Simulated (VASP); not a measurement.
Input of a VASP 6.6.1 run:

INCAR

```
PREC = Accurate
ENCUT = 520
EDIFF = 1E-6
ISMEAR = 0
SIGMA = 0.05
LREAL = False
LASPH = True
NELM = 100
ALGO = Normal
ISIF = 2
LWAVE = False
LCHARG = True
GGA = PS
LELF = True
LVHAR = True
NBANDS = 35
```

Contents of KPOINTS:

```
Automatic mesh
0
Gamma
  12 12 2
```

File POSCAR:

```
WS2
1.0
    2.9603877246      0.0000000000      0.0000000000
   -1.4801938623      2.5637709745      0.0000000000
    0.0000000000      0.0000000000     26.6133916673
W S
2 4
Direct
    0.3333333333      0.6666666667      0.6345758579
    0.6666666667      0.3333333333      0.3654241421
    0.3333333333      0.6666666667      0.2989469828
    0.6666666667      0.3333333333      0.5680493466
    0.3333333333      0.6666666667      0.4319506534
    0.6666666667      0.3333333333      0.7010530172
```

Potentials or basis: VASP PAW PBE potentials, release 64 (W_sv, S).

The run is started by

```sh
$ cat potpaw_PBE.64/W_sv/POTCAR potpaw_PBE.64/S/POTCAR > POTCAR
$ mpirun -np 1 vasp_std > vasp.out
```

**Question.** Predict the largest force.

**Answer.** 2.306 eV/Å.

**Question.** What does it give for the band gap on the k mesh?

**Answer.** 1.00 eV (least direct gap 1.55 eV).

Forces on the atoms (eV/Å):
```
W    0.000  0.000 -0.008
W    0.000  0.000  0.008
S    0.000  0.000  2.306
S    0.000  0.000  2.286
S    0.000  0.000 -2.286
S    0.000  0.000 -2.306
```

Caveat: there is no dipole correction, which matters where the two faces differ; the PAW data sets were made with another functional, which shifts forces and pressure a little; spin-orbit coupling is left out, which moves the levels of the heavy elements.
